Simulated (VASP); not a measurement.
Input of a VASP 6.6.1 run:

The input INCAR:

```
  PREC = Accurate
  ENCUT = 600
  EDIFF = 1E-7
  ISMEAR = 0
  SIGMA = 0.01
  LREAL = F
  LASPH = T
  NELM = 100
  ALGO = Normal
  ISIF = 3
  LWAVE = F
  LCHARG = F
  GGA = RE
  IVDW = 12
  IBRION = 2
  NSW = 80
  EDIFFG = -0.01
```

KPOINTS

```
regular mesh
0
Gamma
  6 6 6
```

Contents of POSCAR:

```
GaAs
1.0
    0.0000000000      2.8268500000      2.8268500000
    2.8268500000      0.0000000000      2.8268500000
    2.8268500000      2.8268500000      0.0000000000
Ga As
1 1
Direct
    0.0000000000      0.0000000000      0.0000000000
    0.2500000000      0.2500000000      0.2500000000
```

Potentials or basis: VASP PAW PBE potentials, release 64 (Ga_d, As).

Command:

```sh
$ cat potpaw_PBE.64/Ga_d/POTCAR potpaw_PBE.64/As/POTCAR > POTCAR
$ mpirun -np 1 vasp_std > vasp.out
```

(1) Predict the band gap on the k mesh.

(2) What does it give for the dispersion energy per atom?

## Answers

(1) 0.61 eV, direct.

(2) -0.622 eV.

Caveat: the relaxation stopped at its first step, so nothing moved.
